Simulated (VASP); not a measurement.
Input of a VASP 6.6.1 run:

The input POSCAR:

```
Ir4F
1.0
    2.7182807111      0.0000000000      0.0000000000
    0.0000000000      2.7182807111      0.0000000000
    0.0000000000      0.0000000000     24.7663441720
Ir F
4 1
Direct
    0.5000000000      0.5000000000      0.3432076991
    0.0000000000      0.0000000000      0.4208176488
    0.5000000000      0.5000000000      0.4989389497
    0.0000000000      0.0000000000      0.5725799416
    0.0000000000      0.2500000000      0.6446008310
```

File INCAR.step1:

```
PREC = Accurate
ENCUT = 520
ISMEAR = 0
SIGMA = 0.1
LREAL = False
LASPH = True
NELM = 100
LDIPOL = True
IDIPOL = 3
DIPOL = 0.5 0.5 0.496
NBANDS = 30
GGA = PE
ALGO = Normal
EDIFF = 1E-4
LWAVE = True
LCHARG = False
```

Contents of INCAR.step2:

```
PREC = Accurate
ENCUT = 520
EDIFF = 1E-7
ISMEAR = 0
SIGMA = 0.1
LREAL = False
LASPH = True
NELM = 100
ALGO = Normal
ISIF = 2
LWAVE = False
LCHARG = False
LDIPOL = True
IDIPOL = 3
DIPOL = 0.5 0.5 0.496
METAGGA = R2SCAN
LMIXTAU = True
NBANDS = 30
ISTART = 1
```

KPOINTS

```
regular mesh
0
Gamma
  11 11 1
```

Potentials or basis: VASP PAW PBE potentials, release 64 (Ir, F).

Command:

```console
$ cat potpaw_PBE.64/Ir/POTCAR potpaw_PBE.64/F/POTCAR > POTCAR
$ cp INCAR.step1 INCAR
$ mpirun -np 1 vasp_std > vasp.out
$ cp INCAR.step2 INCAR
$ mpirun -np 1 vasp_std > vasp.out
```

Question: What does it give for the band gap on the k mesh?

Answer: Zero (an odd number of electrons rules out a gap without spin polarisation).

Question: What does it give for the largest force?

Answer: 1.174 eV/Å.

Forces on the atoms (eV/Å):
```
Ir   0.000  0.020  0.962
Ir   0.000 -0.213 -1.155
Ir   0.000  0.336 -0.392
Ir   0.000 -0.004  0.266
F    0.000 -0.139  0.319
```

Caveat: the PAW data sets were made with another functional, which shifts forces and pressure a little; spin-orbit coupling is left out, which moves the levels of the heavy elements; an odd number of electrons without spin polarisation forces a metal; a magnetic or distorted state may lie lower.
